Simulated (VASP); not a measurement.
Input of a VASP 6.6.1 run:

INCAR

```
PREC     = Accurate       # precision mode
ENCUT    = 520            # plane-wave cutoff, eV
EDIFF    = 1E-6           # SCF threshold, eV
ISMEAR   = 0              # smearing method
SIGMA    = 0.1            # smearing width, eV
LREAL    = F              # projectors in reciprocal space
LASPH    = T              # aspherical terms in the spheres
NELM     = 80             # most SCF steps
ALGO     = Fast           # electronic algorithm
ISIF     = 2              # what is computed and relaxed
LWAVE    = F              # write WAVECAR
LCHARG   = T              # write CHGCAR
GGA      = PE             # functional
LELF     = T              # ELF
LVHAR    = T            
NBANDS   = 55             # bands
```

The input KPOINTS:

```
Automatic mesh
0
Gamma
  4 4 4
```

The input POSCAR:

```
TiTl4W2
1.0
   -3.5824503225      3.5824503225      2.9215844469
    3.5824503225     -3.5824503225      2.9215844469
    3.5824503225      3.5824503225     -2.9215844469
Ti Tl W
1 4 2
Direct
    0.0000000000      0.0000000000      0.0000000000
    0.2860909889      0.2860909889      0.5721819778
    0.7139090111      0.2860909889      0.0000000000
    0.2860909889      0.7139090111      0.0000000000
    0.7139090111      0.7139090111      0.4278180222
    0.2500000000      0.7500000000      0.5000000000
    0.7500000000      0.2500000000      0.5000000000
```

Potentials or basis: VASP PAW PBE potentials, release 64 (Ti_sv, Tl_d, W_sv).

The run is started by

```sh
$ cat potpaw_PBE.64/Ti_sv/POTCAR potpaw_PBE.64/Tl_d/POTCAR potpaw_PBE.64/W_sv/POTCAR > POTCAR
$ mpirun -np 1 vasp_std > vasp.out
```

Predict the largest force.

0.004 eV/Å.

Estimate the band gap on the k mesh.

zero (band 46 reaches 9.21 eV, above the bottom of band 47 at 8.90 eV).

What does it give for the pressure?

0.0 GPa.

Forces in eV/Å, atoms in the order of the input:
```
Ti   0.000  0.000  0.000
Tl   0.003  0.003  0.000
Tl   0.003 -0.003  0.000
Tl  -0.003  0.003  0.000
Tl  -0.003 -0.003  0.000
W    0.000  0.000  0.000
W    0.000  0.000  0.000
```

Caveat: spin-orbit coupling is left out, which moves the levels of the heavy elements.
